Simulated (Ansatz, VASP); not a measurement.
Two plane-wave programs on Ag

```
CELL_PARAMETERS angstrom
0.00000 2.04500 2.04500
2.04500 0.00000 2.04500
2.04500 2.04500 0.00000
ATOMIC_POSITIONS crystal
Ag 0.00000 0.00000 0.00000
```

Alike in both runs: task relaxation of cell and atoms; functional PBEsol; k mesh 24 × 24 × 24; occupations gaussian, width 0.1 eV; no spin polarisation.

|  | VASP | Ansatz |
| --- | --- | --- |
| version | VASP 6.6.1 | Ansatz 0.2.0 |
| potentials or method | VASP PAW PBE potentials, release 64 (Ag) | scalar-relativistic, plane waves, PAW |
| plane-wave cutoff (eV) | 600 | 420 |
| valence electrons in the cell | 11 | 19 |

VASP gave:

```
gap on the k mesh at the Fermi level, each at its own relaxed structure (eV) : none
relaxed volume (Å³/atom)                                                     : 16.62
relaxed cell length with the largest relative difference (Å)                 : 2.865
```

What did Ansatz give for the same quantities?

gap on the k mesh at the Fermi level, each at its own relaxed structure (eV): none; relaxed volume (Å³/atom): 16.65; relaxed cell length with the largest relative difference (Å): 2.866.

VASP's potentials were made for PBE, not for PBEsol. A gap of «none» marks a metal or a gap that the smearing closes. VASP's potentials hold 11 valence electrons a cell and Ansatz's 19, so a difference there can come from the potentials and not from the codes.
